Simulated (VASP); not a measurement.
A run of VASP 6.6.1 is set up as follows.

Contents of INCAR:

```
SYSTEM = BN
ALGO = Normal ; EDIFF = 1E-8
ENCUT = 520 ; GGA = CA
IBRION = 8 ; ISIF = 2
ISMEAR = 0 ; LASPH = .TRUE.
LCHARG = .FALSE. ; LEPSILON = .TRUE.
LREAL = .FALSE. ; LWAVE = .FALSE.
NBANDS = 11 ; NELM = 60
NSW = 1 ; PREC = Accurate
SIGMA = 0.01
```

KPOINTS

```
k-points
0
G
  10 10 10
  0 0 0
```

POSCAR

```
BN
1.0
    0.0000000000      1.8410000000      1.8410000000
    1.8410000000      0.0000000000      1.8410000000
    1.8410000000      1.8410000000      0.0000000000
B N
1 1
Direct
    0.0000000000      0.0000000000      0.0000000000
    0.2500000000      0.2500000000      0.2500000000
```

Potentials or basis: VASP PAW LDA potentials, release 64 (B, N).

The run is started by

```sh
$ cat potpaw_LDA.64/B/POTCAR potpaw_LDA.64/N/POTCAR > POTCAR
$ mpirun -np 1 vasp_std > vasp.out
```

**Question.** What does it give for the electronic dielectric tensor (diagonal)?

**Answer.** 4.65.

**Question.** Estimate the Born charges (mean of the diagonal).

**Answer.** B +1.91; N -1.91 e.

**Question.** Estimate the highest phonon frequency at Γ, LO-TO splitting left out.

**Answer.** 964 cm⁻¹.

Electronic dielectric tensor:
```
4.65 0.00 0.00
0.00 4.65 0.00
0.00 0.00 4.65
```

Caveat: the cell wasn't relaxed at this level first, which shifts response properties.
